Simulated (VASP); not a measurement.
# Y2HgSe4 (P4/mmm) in VASP: notebook, part 2 of 2

VASP 6.6.1.

### 3 Single point, r2SCAN+rVV10

This run uses another cell than the first one, of 24.97 Å³/atom.

The input, POSCAR:

```
Y2HgSe4
1.0
    6.9172978903      0.0000000000      0.0000000000
    0.0000000000      6.9172978903      0.0000000000
    0.0000000000      0.0000000000      3.6525726174
Y Hg Se
2 1 4
Direct
    0.5000000000      0.0000000000      0.5000000000
    0.0000000000      0.5000000000      0.5000000000
    0.0000000000      0.0000000000      0.0000000000
    0.2678792875      0.7321207125      0.0000000000
    0.2678792875      0.2678792875      0.0000000000
    0.7321207125      0.7321207125      0.0000000000
    0.7321207125      0.2678792875      0.0000000000
```

The input, INCAR.step1:

```
  ALGO = Normal
  EDIFF = 1E-4
  ENCUT = 520
  GGA = PE
  ISMEAR = -1
  LASPH = True
  LCHARG = False
  LREAL = False
  LWAVE = True
  NBANDS = 38
  NELM = 80
  PREC = Accurate
  SIGMA = 0.03
```

The input, INCAR.step2:

```
  ALGO = Normal
  BPARAM = 11.95
  CPARAM = 0.0093
  EDIFF = 1E-6
  ENCUT = 520
  ISIF = 2
  ISMEAR = -1
  ISTART = 1
  IVDW_NL = 2
  LASPH = True
  LCHARG = True
  LELF = True
  LMIXTAU = True
  LREAL = False
  LUSE_VDW = True
  LVHAR = True
  LWAVE = False
  METAGGA = R2SCAN
  NBANDS = 38
  NELM = 80
  PREC = Accurate
  SIGMA = 0.03
```

The input, KPOINTS:

```
k-points
0
Gamma
  4 4 8
```

Potentials or basis: VASP PAW PBE potentials, release 64 (Y_sv, Hg, Se).

The run is started by

```console
> cat potpaw_PBE.64/Y_sv/POTCAR potpaw_PBE.64/Hg/POTCAR potpaw_PBE.64/Se/POTCAR > POTCAR
> cp INCAR.step1 INCAR
> mpirun -np 1 vasp_std > vasp.out
> cp INCAR.step2 INCAR
> mpirun -np 1 vasp_std > vasp.out
```

OUTCAR:

```text
BPARAM = 11.95
   EDIFF = 1E-6
   ENCUT = 520
   ISIF = 2
   ISMEAR = -1
   ISTART = 1
   IVDW_NL = 2
   LASPH = True
   LREAL = False
   METAGGA = R2SCAN
   NELM = 80
   PREC = Accurate

 ion  position               nearest neighbor table
   1  0.500  0.000  0.500-   4 3.06   5 3.06   6 3.06   7 3.06   4 3.06   5 3.06   6 3.06   7 3.06
                             3 3.91   3 3.91   3 3.91   3 3.91
   2  0.000  0.500  0.500-   4 3.06   5 3.06   6 3.06   7 3.06   4 3.06   5 3.06   6 3.06   7 3.06
                             3 3.91   3 3.91   3 3.91   3 3.91
   3  0.000  0.000  0.000-   4 2.62   5 2.62   6 2.62   7 2.62   1 3.91   2 3.91   1 3.91   2 3.91
                             2 3.91   2 3.91   1 3.91   1 3.91
   4  0.268  0.732  0.000-   3 2.62   2 3.06   1 3.06   1 3.06   2 3.06
   5  0.268  0.268  0.000-   3 2.62   2 3.06   1 3.06   1 3.06   2 3.06
   6  0.732  0.732  0.000-   3 2.62   2 3.06   1 3.06   1 3.06   2 3.06
   7  0.732  0.268  0.000-   3 2.62   2 3.06   1 3.06   1 3.06   2 3.06

  LATTYP: Found a simple tetragonal cell.
 ALAT       =     6.9172978903
 C/A-ratio  =     0.5280345990

  Lattice vectors:

 A1 = (   6.9172978903,   0.0000000000,   0.0000000000)
 A2 = (   0.0000000000,   6.9172978903,   0.0000000000)
[... 197 lines left out ...]
      1     -41.2701      2.00000
      2     -41.2693      2.00000
      3     -20.6008      2.00000
      4     -20.6008      2.00000
      5     -20.5429      2.00000
      6     -20.5429      2.00000
[... 973 lines left out ...]
     37       7.9769      0.00000
     38       7.9769      0.00000

 [... further k-points ...]

------------------------ aborting loop because EDIFF is reached ----------------------------------------

  FORCE on cell =-STRESS in cart. coord.  units (eV):
  Direction    XX          YY          ZZ          XY          YZ          ZX
  --------------------------------------------------------------------------------------
  -------------------------------------------------------------------------------------
  Total        0.6247777      0.6247777      0.1911604      0.0000000      0.0000000      0.0000000
  in kB        5.7274897      5.7274897      1.7524142      0.0000000      0.0000000      0.0000000
  external PRESSURE =       4.4024645 kB  Pullay stress =       0.0000000 kB

 VOLUME and BASIS-vectors are now :
 -----------------------------------------------------------------------------
  energy-cutoff  :      520.00
  volume of cell :      174.77
      direct lattice vectors                 reciprocal lattice vectors
     6.917297890  0.000000000  0.000000000     0.144565120  0.000000000  0.000000000
     0.000000000  6.917297890  0.000000000     0.000000000  0.144565120  0.000000000
     0.000000000  0.000000000  3.652572617     0.000000000  0.000000000  0.273779636

 POSITION                                       TOTAL-FORCE (eV/Angst)
 -----------------------------------------------------------------------------------
      3.45865      0.00000      1.82629         0.000000     -0.000000      0.000000
      0.00000      3.45865      1.82629         0.000000     -0.000000      0.000000
      0.00000      0.00000      0.00000         0.000000     -0.000000      0.000000
      1.85300      5.06430      0.00000         0.049923     -0.049923     -0.000000
      1.85300      1.85300      0.00000         0.049923      0.049923     -0.000000
      5.06430      5.06430      0.00000        -0.049923     -0.049923      0.000000
      5.06430      1.85300      0.00000        -0.049923      0.049923      0.000000
 -----------------------------------------------------------------------------------
    total drift:                               -0.000000     -0.000000      0.000000

  FREE ENERGIE OF THE ION-ELECTRON SYSTEM (eV)
  ---------------------------------------------------
  free  energy   TOTEN  =      -154.4346361660 eV

  energy  without entropy=     -154.4268638137  energy(sigma->0) =     -154.43074999
```

OSZICAR.step1:

```text
N       E                     dE             d eps       ncg     rms          rms(c)
DAV:   1     0.375739609988E+03    0.37574E+03   -0.27307E+04  2280   0.141E+03
DAV:   2    -0.255341260512E+01   -0.37829E+03   -0.36361E+03  2572   0.331E+02
DAV:   3    -0.357968122518E+02   -0.33243E+02   -0.32745E+02  3258   0.770E+01
DAV:   4    -0.375474616715E+02   -0.17506E+01   -0.17422E+01  3690   0.146E+01
DAV:   5    -0.375822532033E+02   -0.34792E-01   -0.34780E-01  3064   0.193E+00    0.293E+01
DAV:   6    -0.344246297287E+02    0.31576E+01   -0.76622E+00  2796   0.166E+01    0.235E+01
DAV:   7    -0.343463173497E+02    0.78312E-01   -0.30029E+00  3242   0.644E+00    0.104E+01
DAV:   8    -0.343183435416E+02    0.27974E-01   -0.81920E-01  2758   0.383E+00    0.136E+00
DAV:   9    -0.342931445264E+02    0.25199E-01   -0.13784E-01  2760   0.150E+00    0.463E-01
DAV:  10    -0.342935849850E+02   -0.44046E-03   -0.72371E-03  3092   0.360E-01    0.404E-01
DAV:  11    -0.342935944758E+02   -0.94909E-05   -0.24656E-03  2964   0.228E-01    0.160E-01
DAV:  12    -0.342935391844E+02    0.55291E-04   -0.38626E-04  2270   0.943E-02
   1 F= -.34293539E+02 E0= -.34289570E+02  d E =-.793830E-02
```

It took 7.8 min on 1 thread of Intel Xeon 6975P-C (Granite Rapids), shared host; peak memory 0.72 GiB.

What came out:

| Quantity | Value |
| --- | --- |
| Free energy | -154.4346 eV |
| Pressure | 0.4 GPa |
| Largest force | 0.071 eV/Å |
| Band gap on the k mesh | zero (bands 29 and 30 overlap by 0.61 eV) |

Forces in eV/Å, atoms in the order of the input:
```
Y    0.000  0.000  0.000
Y    0.000  0.000  0.000
Hg   0.000  0.000  0.000
Se   0.050 -0.050  0.000
Se   0.050  0.050  0.000
Se  -0.050 -0.050  0.000
Se  -0.050  0.050  0.000
```

Stress tensor (GPa, compression positive):
```
0.57 0.00 0.00
0.00 0.57 0.00
0.00 0.00 0.18
```

Levels at points of the mesh, in eV from the Fermi level:
```
           k point  band 26  band 27  band 28  band 29  band 30  band 31  band 32  band 33
(0.00, 0.00, 0.00)    -1.55    -1.55    -1.29    -0.79     0.58     0.59     0.96     1.43
(0.50, 0.00, 0.00)    -1.73    -1.55    -1.30    -0.42    -0.01     0.09     1.37     1.94
(0.50, 0.50, 0.00)    -2.39    -2.09    -1.22    -1.22     0.33     0.33     2.04     2.13
(0.00, 0.00, 0.50)    -1.61    -1.61    -0.80    -0.76     1.02     1.29     1.52     1.76
(0.50, 0.00, 0.50)    -3.36    -3.30    -1.06    -0.11    -0.04     1.32     2.03     2.58
(0.50, 0.50, 0.50)    -3.40    -2.99    -2.99    -1.90     1.24     1.50     1.50     1.55
```

Caveat: the PAW data sets were made with another functional, which shifts forces and pressure a little; spin-orbit coupling is left out, which moves the levels of the heavy elements.
